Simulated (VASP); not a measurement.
Wanted: the native input for a VASP 6.6.1 run.

* Task: single point
* Functional: r2SCAN
* Potentials or basis: VASP PAW PBE potentials, release 64 (Al, Cu)
* Cutoff: 520 eV
* k mesh: 12 × 12 × 16
* Occupations: gaussian, width 0.15 eV
* Spin: no spin polarisation
* Dipole correction: no
* Further INCAR settings: ALGO = Normal; EDIFF = 1e-07; NBANDS = 16

The system is Al2Cu.

```
Al Cu
1.0
     4.08803    0.00000    0.01022
     0.00000    4.08803    0.00000
     0.00713    0.00000    2.85133
Al Cu
2 1
Direct
  0.50000 0.00000 0.50000
  0.00000 0.50000 0.50000
  0.00000 0.00000 0.00000
```

This cell differs from its parent crystal: strain +0.0050 x Voigt [0, 0, 0, 0, 1, 0].

One way to write it, as run:

POSCAR

```
Al2Cu
1.0
    4.0880282794      0.0000000000      0.0102200707
    0.0000000000      4.0880282794      0.0000000000
    0.0071283135      0.0000000000      2.8513253910
Al Cu
2 1
Direct
    0.5000000000      0.0000000000      0.5000000000
    0.0000000000      0.5000000000      0.5000000000
    0.0000000000      0.0000000000      0.0000000000
```

INCAR.step1

```
PREC = Accurate
ENCUT = 520
ISMEAR = 0
SIGMA = 0.15
LREAL = False
LASPH = True
NELM = 80
NBANDS = 16
GGA = PE
ALGO = Normal
EDIFF = 1E-4
LWAVE = True
LCHARG = False
```

INCAR.step2

```
PREC = Accurate
ENCUT = 520
EDIFF = 1E-7
ISMEAR = 0
SIGMA = 0.15
LREAL = False
LASPH = True
NELM = 80
ALGO = Normal
ISIF = 2
LWAVE = False
LCHARG = False
METAGGA = R2SCAN
LMIXTAU = True
NBANDS = 16
ISTART = 1
```

KPOINTS

```
regular mesh
0
Gamma
  12 12 16
```

Potentials or basis: VASP PAW PBE potentials, release 64 (Al, Cu).

Launch:

```sh
$ cat potpaw_PBE.64/Al/POTCAR potpaw_PBE.64/Cu/POTCAR > POTCAR
$ cp INCAR.step1 INCAR
$ mpirun -np 1 vasp_std > vasp.out
$ cp INCAR.step2 INCAR
$ mpirun -np 1 vasp_std > vasp.out
```

It gave:

| Item | Value |
| --- | --- |
| Pressure | -0.1 GPa |
| Band gap on the k mesh | zero (an odd number of electrons rules out a gap without spin polarisation) |

Caveat: the cell differs from its parent crystal (strain +0.0050 x Voigt [0, 0, 0, 0, 1, 0]); the PAW data sets were made with another functional, which shifts forces and pressure a little.

Wall time 13 min on 1 thread of Intel(R) Xeon(R) 6975P-C (Granite Rapids), on a shared host, peak memory 0.57 GiB.
